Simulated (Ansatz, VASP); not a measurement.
Zr2N in VASP and in Ansatz

```
Zr N
1.0
     5.41300    0.00000    0.00000
     0.00000    5.41300    0.00000
     0.00000    0.00000    3.30779
Zr N
4 2
Direct
  0.29613 0.29613 0.00000
  0.70387 0.70387 0.00000
  0.79613 0.20387 0.50000
  0.20387 0.79613 0.50000
  0.00000 0.00000 0.00000
  0.50000 0.50000 0.50000
```

Alike in both runs: task single point; functional r2SCAN; k mesh 8 × 8 × 10; occupations tetrahedron; no spin polarisation.

|  | VASP | Ansatz |
| --- | --- | --- |
| version | VASP 6.6.1 | Ansatz 0.2.0 |
| potentials or method | VASP PAW PBE potentials, release 64 (Zr_sv, N), cutoff 520 eV | scalar-relativistic, plane waves, PAW |
| valence electrons in the cell | 58 | 58 |

Ansatz gave:

```
gap on the k mesh at the Fermi level (eV)                     : none
pressure (GPa)                                                : -0.2
traceless stress, the component that is largest in VASP (GPa) : -0.45
rms of the force components (eV/Å)                            : 0.016
```

**Question.** What did VASP give for the same quantities?

**Answer.** gap on the k mesh at the Fermi level (eV): none; pressure (GPa): -0.1; traceless stress, the component that is largest in VASP (GPa): -0.44; rms of the force components (eV/Å): 0.013.

VASP's potentials were made for PBE, not for r2SCAN. Atom by atom the forces differ by 0.003 eV/Å (rms over components). A gap of «none» marks a metal or a gap that the smearing closes. The functional is the same, so the differences come from potentials, cutoffs and numerics. Ansatz's warnings: band table not solved further, tetrahedron derivatives may miss energy slope.
